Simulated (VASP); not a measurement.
AgCl: single point with PBEsol

AgCl:

```xyz
2
Lattice="0.0277 2.7870 2.7870 2.7870 0.0277 2.7870 2.7870 2.7870 0.0277" Properties=species:S:1:pos:R:3 pbc="T T T"
Ag    2.8009    2.8009    2.8009
Cl    0.0000    0.0000    0.0000
```

This cell differs from its parent crystal: equal xy, yz and zx shear strains of +1 %.

```json
{
 "Program": "VASP 6.6.1",
 "Task": "single point",
 "Functional": "PBEsol",
 "Potentials or basis": "VASP PAW PBE potentials, release 64 (Ag, Cl)",
 "Cutoff": "520 eV",
 "k mesh": "9 × 9 × 9",
 "Occupations": "fermi-dirac, width 0.01 eV",
 "Spin": "no spin polarisation",
 "Dipole correction": "no",
 "Further INCAR settings": "ALGO = Normal; EDIFF = 1e-07; NBANDS = 16"
}
```

```yaml
Pressure: -2.7 GPa
Band_gap_on_the_k_mesh: 0.76 eV, indirect (least direct gap 2.99 eV)
```

Stress tensor (GPa, compression positive):
```
-2.74 -0.07 -0.07
-0.07 -2.74 -0.07
-0.07 -0.07 -2.74
```

Levels at points of the mesh, in eV from the valence-band top:
```tsv
k point	band 6	band 7	band 8	band 9	band 10	band 11	band 12	band 13
(0.00, 0.00, 0.00)	-2.40	-2.34	-2.28	-2.28	0.76	10.66	10.84	10.84
```

Wall time 46 s on 1 thread of Intel(R) Xeon(R) Platinum 8259CL CPU @ 2.50GHz (Skylake/Cascade Lake) (shared host), peak memory 0.21 GiB.

Caveat: the cell differs from its parent crystal (equal xy, yz and zx shear strains of +1 %); the PAW data sets were made with another functional, which shifts forces and pressure a little. A k mesh can miss the band edges.
